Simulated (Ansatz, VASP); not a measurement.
Mg in VASP and in Ansatz

The input INCAR:

```
PREC = Accurate
ENCUT = 520
EDIFF = 1E-6
ISMEAR = 0
SIGMA = 0.15
LREAL = False
LASPH = True
NELM = 100
ALGO = Normal
ISIF = 2
LWAVE = False
LCHARG = False
GGA = PE
NBANDS = 7
```

KPOINTS

```
regular mesh
0
Gamma
  18 18 16
```

Contents of POSCAR:

```
Mg
1.0
    2.9282878085      0.0000000000      0.0000000000
   -1.4641439043      2.5359716317      0.0000000000
    0.0000000000      0.0000000000      2.8012505644
Mg
1
Direct
    0.0000000000      0.0000000000      0.0000000000
```

Input for Ansatz:

```yaml
crystal:
  lattice:
    - [2.9282878085, 0.0, 0.0]
    - [-1.4641439043, 2.5359716317, 0.0]
    - [0.0, 0.0, 2.8012505644]
  atoms:
    - { symbol: Mg, position: [0.0, 0.0, 0.0] }
basis:
  ecutwfc: 420
kpoints:
  mp_grid: { grid: [18, 18, 16] }
hamiltonian:
  xc: pbe
scf:
  occupations: { method: gaussian, width: 0.15 }
output:
  forces: true
  stress: true
  eigenvalues: true
```

Change from the starting cell: strain -0.040 along x and y, -0.080 along z, atoms carried along.

Alike in both runs: task single point; functional PBE; k mesh 18 × 18 × 16; occupations gaussian, width 0.15 eV; no spin polarisation.

```csv
,VASP,Ansatz
version,VASP 6.6.1,Ansatz 0.2.0
potentials or method,"VASP PAW PBE potentials, release 64 (Mg), cutoff 520 eV","scalar-relativistic, plane waves, PAW"
valence electrons in the cell,2,10
```

Ansatz gave:

```
gap on the k mesh at the Fermi level (eV)                     : none
pressure (GPa)                                                : 8.1
traceless stress, the component that is largest in VASP (GPa) : 1.23
```

What did VASP give for the same quantities?

gap on the k mesh at the Fermi level (eV): none; pressure (GPa): 8.1; traceless stress, the component that is largest in VASP (GPa): 1.25.

A gap of «none» marks a metal or a gap that the smearing closes. The functional is the same, so the differences come from potentials, cutoffs and numerics. VASP's potentials hold 2 valence electrons a cell and Ansatz's 10, so a difference there can come from the potentials and not from the codes.
